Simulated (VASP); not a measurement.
Here is a VASP 6.6.1 calculation.

INCAR

```
PREC = Accurate
ENCUT = 520
EDIFF = 1E-6
ISMEAR = 0
SIGMA = 0.1
LREAL = F
LASPH = T
NELM = 60
ALGO = Normal
ISIF = 2
LWAVE = F
LCHARG = T
GGA = PE
LELF = T
LVHAR = T
NBANDS = 50
```

Contents of KPOINTS:

```
Automatic mesh
0
Gamma
  6 6 6
```

File POSCAR:

```
Zn2Sb3
1.0
    3.8135197231      2.2017366387      4.9306931203
   -3.8135197231      2.2017366387      4.9306931203
    0.0000000000     -4.4034732774      4.9306931203
Zn Sb
4 6
Direct
    0.3401007012      0.3401007012      0.3401007012
    0.1598992988      0.1598992988      0.1598992988
    0.6598992988      0.6598992988      0.6598992988
    0.8401007012      0.8401007012      0.8401007012
    0.5936634778      0.9063365222      0.2500000000
    0.2500000000      0.5936634778      0.9063365222
    0.9063365222      0.2500000000      0.5936634778
    0.4063365222      0.0936634778      0.7500000000
    0.7500000000      0.4063365222      0.0936634778
    0.0936634778      0.7500000000      0.4063365222
```

Potentials or basis: VASP PAW PBE potentials, release 64 (Zn, Sb).

Command:

```console
$ cat potpaw_PBE.64/Zn/POTCAR potpaw_PBE.64/Sb/POTCAR > POTCAR
$ mpirun -np 1 vasp_std > vasp.out
```

Q: Estimate the band gap on the k mesh.

A: Zero (bands 39 and 40 overlap by 0.80 eV).

Q: Predict the pressure.

A: 0.0 GPa.

Forces on the atoms (eV/Å):
```
Zn   0.000  0.000  0.002
Zn   0.000  0.000 -0.002
Zn   0.000  0.000 -0.002
Zn   0.000  0.000  0.002
Sb   0.000  0.000  0.000
Sb   0.000  0.000  0.000
Sb   0.000  0.000  0.000
Sb   0.000  0.000  0.000
Sb   0.000  0.000  0.000
Sb   0.000  0.000  0.000
```

Caveat: spin-orbit coupling is left out, which moves the levels of the heavy elements.
